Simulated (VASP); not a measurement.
Here is a VASP 6.6.1 calculation.

INCAR

```
PREC = Accurate
ENCUT = 520
EDIFF = 1E-6
ISMEAR = 0
SIGMA = 0.05
LREAL = False
LASPH = True
NELM = 100
ALGO = Normal
ISIF = 2
LWAVE = False
LCHARG = False
GGA = PE
NBANDS = 26
```

KPOINTS

```
Automatic mesh
0
Gamma
  6 6 6
```

The input POSCAR:

```
BN
1.0
    3.6246970237      0.0000000000      0.0000000000
    0.0000000000     -3.6246970237      0.0000000000
    0.0000000000      0.0000000000     -3.6246970237
B N
4 4
Direct
    0.0000000000      0.0000000000      0.0000000000
    0.5000000000      0.5000000000      0.0000000000
    0.5000000000      0.0000000000      0.5000000000
    0.0000000000      0.5000000000      0.5000000000
    0.7500000000      0.7465514359      0.7500000000
    0.2500000000      0.2500000000      0.7500000000
    0.2500000000      0.7500000000      0.2500000000
    0.7500000000      0.2500000000      0.2500000000
```

Potentials or basis: VASP PAW PBE potentials, release 64 (B, N).

Launch:

```sh
$ cat potpaw_PBE.64/B/POTCAR potpaw_PBE.64/N/POTCAR > POTCAR
$ mpirun -np 1 vasp_std > vasp.out
```

(1) Predict the pressure.

(2) Predict the band gap on the k mesh.

(3) What does it give for the largest force?

Results:

(1) 0.3 GPa.

(2) 4.42 eV.

(3) 0.439 eV/Å.

Caveat: the cell differs from its parent crystal (atom 5 (N) moved +0.013 Å along Cartesian [0 1 0]).
